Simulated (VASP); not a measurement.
# LiCl: single point with LDA

LiCl:

```xyz
2
Lattice="0.0000 2.6930 2.4365 2.6930 0.0000 2.4365 2.6930 2.6930 0.0000" Properties=species:S:1:pos:R:3 pbc="T T T"
Li    0.0000    0.0000    0.0000
Cl    2.6930    2.6930    2.4365
```

This cell differs from its parent crystal: strain +0.050 along x and y, -0.050 along z.

```
Program             : VASP 6.6.1
Task                : single point
Functional          : LDA
Potentials or basis : VASP PAW LDA potentials, release 64 (Li_sv, Cl)
Cutoff              : 520 eV
k mesh              : 8 × 8 × 8
Occupations         : gaussian, width 0.05 eV
Spin                : no spin polarisation
```

```
Band gap on the k mesh : 5.65 eV, direct
```

Levels at points of the mesh, in eV from the valence-band top:
| k point | band 2 | band 3 | band 4 | band 5 | band 6 | band 7 | band 8 | band 9 |
| --- | --- | --- | --- | --- | --- | --- | --- | --- |
| (0.00, 0.00, 0.00) | -13.27 | -0.34 | 0.00 | 0.00 | 5.65 | 11.39 | 11.39 | 12.21 |
| (0.50, 0.00, 0.00) | -12.75 | -2.81 | -0.44 | -0.24 | 6.24 | 8.71 | 9.60 | 12.09 |
| (0.50, 0.50, 0.00) | -12.42 | -2.88 | -1.34 | -1.34 | 7.43 | 7.67 | 12.59 | 12.88 |
| (0.50, 0.00, 0.50) | -12.57 | -2.89 | -1.38 | -0.74 | 7.56 | 8.19 | 11.21 | 12.64 |

Wall time 36 s on 1 thread of AMD EPYC 7R43 64-Core Processor (Zen 3) (shared host), peak memory 0.1 GiB.

Caveat: the cell differs from its parent crystal (strain +0.050 along x and y, -0.050 along z). A k mesh can miss the band edges.
